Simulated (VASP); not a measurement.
# Fe (P6/mmm) in VASP: a series of runs

Fe is run at these levels: RPBE; tasks: relaxation of cell and atoms, single point.

Everything below comes from runs of VASP 6.6.1. Logs are shortened: lines on timing, memory, paths and dates and some standing lists are left out, and cuts for length are marked.

### Step 1. The cell of the first run

The structure is hexagonal, space group P6/mmm (No. 191). The conventional cell has a = 4.052 Å, b = 4.052 Å, c = 2.484 Å, α = 90.00°, β = 90.00°, γ = 120.00°. Within 3.3 Å of Fe (site symmetry 6/mmm) lie 14 Fe at 2.48 to 2.65 Å. Fe (site symmetry -6m2) has 11 Fe at 2.34 to 2.65 Å within 3.1 Å.

This isn't the form of Fe at room conditions, which is bcc.

### Step 2. Relaxation of cell and atoms, RPBE, collinear spin, ferromagnetic start

INCAR

```
SYSTEM = Fe
PREC = Accurate ; ENCUT = 600
EDIFF = 1E-6 ; ISMEAR = -1
SIGMA = 0.05 ; LREAL = .False.
LASPH = .True. ; NELM = 150
ALGO = Normal ; ISIF = 3
LWAVE = .False. ; LCHARG = .False.
ISPIN = 2 ; MAGMOM = 2.5 2.5 2.5
LORBIT = 11 ; LMAXMIX = 4
GGA = RP ; IBRION = 2
NSW = 80 ; EDIFFG = -0.01
```

KPOINTS

```
Automatic mesh
0
Gamma
  9 9 13
  0 0 0
```

POSCAR

```
Fe
1.0
    4.0524593180      0.0000000000      0.0000000000
   -2.0262296590      3.5095327172      0.0000000000
    0.0000000000      0.0000000000      2.4841575619
Fe
3
Direct
    0.0000000000      0.0000000000      0.0000000000
    0.3333333333      0.6666666667      0.5000000000
    0.6666666667      0.3333333333      0.5000000000
```

Potentials or basis: VASP PAW PBE potentials, release 64 (Fe).

On the command line:

```bash
$ cat potpaw_PBE.64/Fe/POTCAR > POTCAR
$ mpirun -np 1 vasp_std > vasp.out
```

OUTCAR:

```text
SYSTEM = Fe
   PREC = Accurate
   ENCUT = 600
   EDIFF = 1E-6
   ISMEAR = -1
   LREAL = .False.
   LASPH = .True.
   NELM = 150
   ISIF = 3
   ISPIN = 2
   LORBIT = 11
   GGA = RP
   IBRION = 2
   NSW = 80
   EDIFFG = -0.01

 ion  position               nearest neighbor table
   1  0.000  0.000  0.000-   2 2.65   3 2.65   2 2.65   3 2.65   3 2.65   3 2.65   2 2.65   2 2.65
                             3 2.65   3 2.65   2 2.65   2 2.65
   2  0.333  0.667  0.500-   3 2.34   3 2.34   3 2.34   1 2.65   1 2.65   1 2.65   1 2.65   1 2.65
                             1 2.65
   3  0.667  0.333  0.500-   2 2.34   2 2.34   2 2.34   1 2.65   1 2.65   1 2.65   1 2.65   1 2.65
                             1 2.65

  LATTYP: Found a hexagonal cell.
 ALAT       =     4.0524593180
 C/A-ratio  =     0.6130000000

  Lattice vectors:

 A1 = (   4.0524593180,   0.0000000000,   0.0000000000)
 A2 = (  -2.0262296590,   3.5095327172,   0.0000000000)
 A3 = (   0.0000000000,   0.0000000000,   2.4841575619)

Analysis of symmetry for initial positions (statically):
=====================================================================
 Subroutine PRICEL returns:
 Original cell was already a primitive cell.

 Routine SETGRP: Setting up the symmetry group for a
 hexagonal supercell.

 Subroutine GETGRP returns: Found 24 space group operations
 (whereof 24 operations were pure point group operations)
 out of a pool of 24 trial point group operations.

The static configuration has the point symmetry D_6h.

Analysis of symmetry for dynamics (positions and initial velocities):
=====================================================================
 Subroutine PRICEL returns:
 Original cell was already a primitive cell.

 Routine SETGRP: Setting up the symmetry group for a
 hexagonal supercell.

 Subroutine GETGRP returns: Found 24 space group operations
 (whereof 24 operations were pure point group operations)
 out of a pool of 24 trial point group operations.

The dynamic configuration has the point symmetry D_6h.

Analysis of structural, dynamic, and magnetic symmetry:
=====================================================================
 Subroutine PRICEL returns:
 Original cell was already a primitive cell.

 Routine SETGRP: Setting up the symmetry group for a
 hexagonal supercell.

 Subroutine GETGRP returns: Found 24 space group operations
 (whereof 24 operations were pure point group operations)
 out of a pool of 24 trial point group operations.

The overall configuration has the point symmetry D_6h.

 Subroutine INISYM returns: Found 24 space group operations
 (whereof 24 operations are pure point group operations),
 and found     1 'primitive' translations

----------------------------------------------------------------------------------------

                                     Primitive cell

  volume of cell :      35.3303

  direct lattice vectors                    reciprocal lattice vectors
     4.052459318  0.000000000  0.000000000     0.246763736  0.142469109  0.000000000
    -2.026229659  3.509532717  0.000000000     0.000000000  0.284938218  0.000000000
     0.000000000  0.000000000  2.484157562     0.000000000  0.000000000  0.402550955

  length of vectors
     4.052459318  4.052459318  2.484157562     0.284938218  0.284938218  0.402550955

  position of ions in fractional coordinates (direct lattice)
     0.000000000  0.000000000  0.000000000
     0.333333333  0.666666667  0.500000000
     0.666666667  0.333333333  0.500000000

  ion indices of the primitive-cell ions
   primitive index   ion index
                 1           1
                 2           2
                 3           3

----------------------------------------------------------------------------------------

 KPOINTS: Automatic mesh

Automatic generation of k-mesh.
 Grid dimensions read from file:
 generate k-points for:    9    9   13

 Generating k-lattice:

  Cartesian coordinates                     Fractional coordinates (reciprocal lattice)
     0.027418193  0.015829901  0.000000000     0.111111111  0.000000000  0.000000000
     0.000000000  0.031659802  0.000000000     0.000000000  0.111111111  0.000000000
     0.000000000  0.000000000  0.030965458     0.000000000  0.000000000  0.076923077

  Length of vectors
     0.031659802  0.031659802  0.030965458

  Shift w.r.t. Gamma in fractional coordinates (k-lattice)
     0.000000000  0.000000000  0.000000000

 Subroutine IBZKPT returns following result:
 ===========================================

 Found     84 irreducible k-points:

 Following reciprocal coordinates:
            Coordinates               Weight
  0.000000  0.000000  0.000000      1.000000
  0.111111 -0.000000  0.000000      6.000000
  0.222222  0.000000  0.000000      6.000000
  0.333333  0.000000  0.000000      6.000000
  0.444444  0.000000  0.000000      6.000000
  0.111111  0.111111  0.000000      6.000000
[... 16 lines left out ...]
  0.333333  0.222222  0.076923     24.000000
  0.333333  0.333333  0.076923      4.000000
 [... further k-points ...]
   k-points           NKPTS =     84   k-points in BZ     NKDIM =     84   number of bands    NBANDS=     20
   number of dos      NEDOS =    301   number of ions     NIONS =      3
   total plane-waves  NPLWV =  20480
   dimension x,y,z NGX =    32 NGY =   32 NGZ =   20
   dimension x,y,z NGXF=    64 NGYF=   64 NGZF=   40
   ions per type =               3
   NGX,Y,Z   is equivalent  to a cutoff of  13.13, 13.13, 13.38 a.u.
   NGXF,Y,Z  is equivalent  to a cutoff of  26.26, 26.26, 26.77 a.u.
 SYSTEM =  Fe
   PREC   = accura    normal or accurate (medium, high low for compatibility)
   ISTART =      0    job   : 0-new  1-cont  2-samecut
   ICHARG =      2    charge: 1-file 2-atom 10-const
   ISPIN  =      2    spin polarized calculation?
   LNONCOLLINEAR =      F non collinear calculations
   LSORBIT =      F    spin-orbit coupling
   LASPH  =      T    aspherical Exc in radial PAW
   ENCUT  =  600.0 eV  44.10 Ry    6.64 a.u.   8.09  8.09  4.96*2*pi/ulx,y,z
   NELM   =    150;   NELMIN=  2; NELMDL= -5     # of ELM steps
   EDIFF  = 0.1E-05   stopping-criterion for ELM
   LREAL  =      F    real-space projection
   EDIFFG = -.1E-01   stopping-criterion for IOM
   NSW    =     80    number of steps for IOM
   IBRION =      2    ionic relax: 0-MD 1-quasi-New 2-CG
   NFREE  =      1    steps in history (QN), initial steepest desc. (CG)
   ISIF   =      3    stress and relaxation
   ISYM   =      2    0-nonsym 1-usesym 2-fastsym
   POTIM  = 0.5000    time-step for ionic-motion
   TEBEG  =    0.0;   TEEND  =   0.0 temperature during run
   PSTRESS=    0.0 pullay stress
   NELECT =      24.0000    total number of electrons
   NUPDOWN=      -1.0000    fix difference up-down
   EMIN   =  10.00;   EMAX   =-10.00  energy-range for DOS
   EFERMI =   0.00;   METHOD = LEGACY
   ISMEAR =    -1;   SIGMA  =   0.05  broadening in eV -4-tet -1-fermi 0-gaus
   EFERMI_NEDOS =   21; number of points for ismear=-14 and -15
   IALGO  =     38    algorithm
   IMIX   =      4    mixing-type and parameters
     AMIX     =   0.40;   BMIX     =  1.00
     AMIX_MAG =   1.60;   BMIX_MAG =  1.00
  volume/ion in A,a.u.               =      11.78        79.47
  Fermi-wavevector in a.u.,A,eV,Ry     =   1.439117  2.719537 28.178465  2.071059
  Thomas-Fermi vector in A             =   2.558009
   LORBIT       =     11    0 simple, 1 ext, 2 COOP (PROOUT), +10 PAW based schemes
   GGA     = RP    functional components
   LHFCALC =     F    Hartree Fock is set to
   AEXX    =    0.0000 exact exchange contribution
   IVDW    =     0    specifies the selected vdW correction
   LEPSILON=     F    determine dielectric tensor
   LRPA    =     F    only Hartree local field effects (RPA)
 conjugate gradient relaxation of ions
 spin polarized calculation
  energy-cutoff  :      600.00
  volume of cell :       35.33
 maximum number of plane-waves:      1196
   NGX = 17   NGY = 17   NGZ =  9

--------------------------------------- Ionic step        1  -------------------------------------------

 number of electron      24.0000008 magnetization       3.7397203

 Free energy of the ion-electron system (eV)
  ---------------------------------------------------
  ext. energy  EPLUGINS =         0.00000000
  ---------------------------------------------------
  free energy    TOTEN  =       -22.19881094 eV

  energy without entropy =      -22.13287296  energy(sigma->0) =      -22.16584195

------------------------ aborting loop because EDIFF is reached ----------------------------------------

  FORCE on cell =-STRESS in cart. coord.  units (eV):
  Direction    XX          YY          ZZ          XY          YZ          ZX
  --------------------------------------------------------------------------------------
  -------------------------------------------------------------------------------------
  Total       -2.2677580     -2.2677580     -3.2824542      0.0000000     -0.0000000     -0.0000000
  in kB     -102.8395541   -102.8395541   -148.8545646      0.0000000     -0.0000000     -0.0000000
  external PRESSURE =    -118.1778909 kB  Pullay stress =       0.0000000 kB
[... 92 lines left out ...]
  FREE ENERGIE OF THE ION-ELECTRON SYSTEM (eV)
  ---------------------------------------------------
  free  energy   TOTEN  =       -22.5923119125 eV

  energy  without entropy=      -22.5669349681  energy(sigma->0) =      -22.57962344

[... ionic steps 4 to 7 ...]

--------------------------------------- Ionic step        8  -------------------------------------------

 number of electron      23.9999994 magnetization       1.5571563

------------------------ aborting loop because EDIFF is reached ----------------------------------------
[... 69 lines left out ...]
--------------------------------------- Ionic step       10  -------------------------------------------

 number of electron      23.9999993 magnetization       1.5759342

 Free energy of the ion-electron system (eV)
  ---------------------------------------------------
  ext. energy  EPLUGINS =         0.00000000
  ---------------------------------------------------
  free energy    TOTEN  =       -22.68361846 eV

  energy without entropy =      -22.65516087  energy(sigma->0) =      -22.66938966

 E-fermi :   6.0051     XC(G=0): -13.0151

 val. band max:        5.9958122948   @ k =   0.2222   0.2222   0.2308
 cond. band min:       6.0072078728   @ k =   0.2222   0.0000   0.3077
 fundamental gap:      0.0113955780
 Fermi energy:         6.0051344085

 spin component 1

 k-point     1 :       0.0000    0.0000    0.0000
  band No.  band energies     occupation
      1      -2.4497      1.00000
      2       1.9780      1.00000
      3       3.0414      1.00000
      4       3.0414      1.00000
      5       3.2279      1.00000
      6       3.3556      1.00000
[... 541 lines left out ...]
     19      17.9984      0.00000
     20      18.0877      0.00000

 [... further k-points ...]

 spin component 2

 k-point     1 :       0.0000    0.0000    0.0000
  band No.  band energies     occupation
      1      -2.3682      1.00000
      2       1.9998      1.00000
      3       2.9769      1.00000
      4       2.9769      1.00000
      5       4.0943      1.00000
      6       4.0943      1.00000
[... 573 lines left out ...]
  FREE ENERGIE OF THE ION-ELECTRON SYSTEM (eV)
  ---------------------------------------------------
  free  energy   TOTEN  =       -22.6836184636 eV

  energy  without entropy=      -22.6551608651  energy(sigma->0) =      -22.66938966

 reached required accuracy - stopping structural energy minimisation

 total charge

# of ion       s       p       d       tot
------------------------------------------
    1        0.473   0.534   6.180   7.186
    2        0.505   0.550   6.257   7.311
    3        0.505   0.550   6.257   7.311
--------------------------------------------------
tot          1.482   1.633  18.693  21.808

 magnetization (x)

# of ion       s       p       d       tot
------------------------------------------
    1       -0.027  -0.038  -1.945  -2.010
    2        0.015   0.023   1.740   1.778
    3        0.015   0.023   1.740   1.778
--------------------------------------------------
tot          0.003   0.008   1.536   1.546
```

Run time: 11 min. Hardware: 1 thread of Intel Xeon Platinum 8124M at 3.00GHz (Skylake/Cascade Lake), shared host; peak memory 0.25 GiB.

Results:

| Quantity | Value |
| --- | --- |
| Free energy | -22.6836 eV |
| Relaxed volume | 11.40 Å³/atom |
| Relaxed cell | a = 4.042 Å, b = 4.042 Å, c = 2.418 Å, α = 90.00°, β = 90.00°, γ = 120.00° |
| Space group after relaxing (to 0.1 Å) | P6/mmm (No. 191) |
| Energy gained by relaxing | 161.6 meV/atom |
| Ionic steps | 10 |
| Pressure after relaxing | 0.0 GPa |
| Net moment | 1.58 μB per cell |
| Site moments | Fe -2.01, +1.78 (each value once) μB |
| Valence electrons inside the program's atomic spheres | Fe 7.19, 7.31 (each value once) |

The path:
| step | energy change (eV) | largest force (eV/Å) | pressure (GPa) | volume (Å³) |
| --- | --- | --- | --- | --- |
| 1 | 0.0000 | 0.0000 | -11.82 | 35.33 |
| 2 | -0.3260 | 0.0000 | 18.33 | 31.07 |
| 3 | -0.3935 | 0.0000 | 13.05 | 31.76 |
| 4 | -0.4716 | 0.0000 | 2.80 | 33.48 |
| 5 | -0.4745 | 0.0000 | 1.16 | 33.82 |
| 6 | -0.4747 | 0.0000 | 0.71 | 33.92 |
| 7 | -0.4826 | 0.0000 | 1.71 | 33.84 |
| 8 | -0.4832 | 0.0000 | 1.52 | 33.85 |
| 9 | -0.4847 | 0.0000 | -0.27 | 34.28 |
| 10 | -0.4848 | 0.0000 | -0.02 | 34.21 |

Final structure:
```
CELL_PARAMETERS angstrom
4.04195 0.00000 0.00000
-2.02098 3.50043 0.00000
0.00000 0.00000 2.41794
ATOMIC_POSITIONS crystal
Fe 0.00000 0.00000 0.00000
Fe 0.33333 0.66667 0.50000
Fe 0.66667 0.33333 0.50000
```

Caveat: the PAW data sets were made with another functional, which shifts forces and pressure a little.

[end of part 1 of 2]
